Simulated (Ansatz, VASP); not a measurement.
## TaS2 in VASP and in Ansatz

```
Ta S
1.0
     3.31867    0.00000    0.00000
    -1.65933    2.87405    0.00000
     0.00000    0.00000    5.93593
Ta S
1 2
Direct
  0.00000 0.00000 0.00000
  0.33333 0.66667 0.25951
  0.66667 0.33333 0.74049
```

Alike in both runs: functional PBEsol; k mesh 12 × 12 × 6; occupations fermi-dirac, width 0.05 eV; no spin polarisation.

Ansatz relaxed the structure, and its values are those at the end. VASP's run is a single point on that final structure, the one shown.

|  | VASP | Ansatz |
| --- | --- | --- |
| version | VASP 6.6.1 | Ansatz 0.2.0 |
| potentials or method | VASP PAW PBE potentials, release 64 (Ta_pv, S) | PAW with Ansatz's default frozen-core files, scalar-relativistic |
| plane-wave cutoff (eV) | 500 | 420 |
| valence electrons in the cell | 23 | 25 |

```csv
,VASP,Ansatz,Ansatz less VASP
pressure (GPa),0.1,0.0,-0.11
rms of the force components (eV/Å),0.008,0.000,-0.0078
```

VASP's potentials were made for PBE, not for PBEsol. VASP's potentials hold 23 valence electrons a cell and Ansatz's 25, so a difference there can come from the potentials and not from the codes.

Neither program's run includes spin-orbit coupling.
